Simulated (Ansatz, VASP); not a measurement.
**One calculation of Cd, two programs**

```
Cd
1.0
     2.94421    0.00000    0.00000
    -1.47211    2.54976    0.00000
     0.00000    0.00000    5.61032
Cd
2
Cartesian
  0.0000 1.6998 1.4026
  1.4721 0.8499 4.2077
```

Alike in both runs: functional PBEsol; k mesh 18 × 18 × 8; occupations gaussian, width 0.1 eV; no spin polarisation.

Ansatz relaxed the structure, and its values are those at the end. VASP's run is a single point on that final structure, the one shown.

|  | VASP | Ansatz |
| --- | --- | --- |
| version | VASP 6.6.1 | Ansatz 0.2.0 |
| potentials or method | VASP PAW PBE potentials, release 64 (Cd), cutoff 520 eV | scalar-relativistic, plane waves, PAW |
| valence electrons in the cell | 24 | 40 |

Ansatz gave:

- gap on the k mesh at the Fermi level (eV): none
- pressure (GPa): 0.0

Which values does VASP return?

gap on the k mesh at the Fermi level (eV): none; pressure (GPa): 0.4.

VASP's potentials were made for PBE, not for PBEsol. A gap of «none» marks a metal or a gap that the smearing closes. VASP's potentials hold 24 valence electrons a cell and Ansatz's 40, so a difference there can come from the potentials and not from the codes.
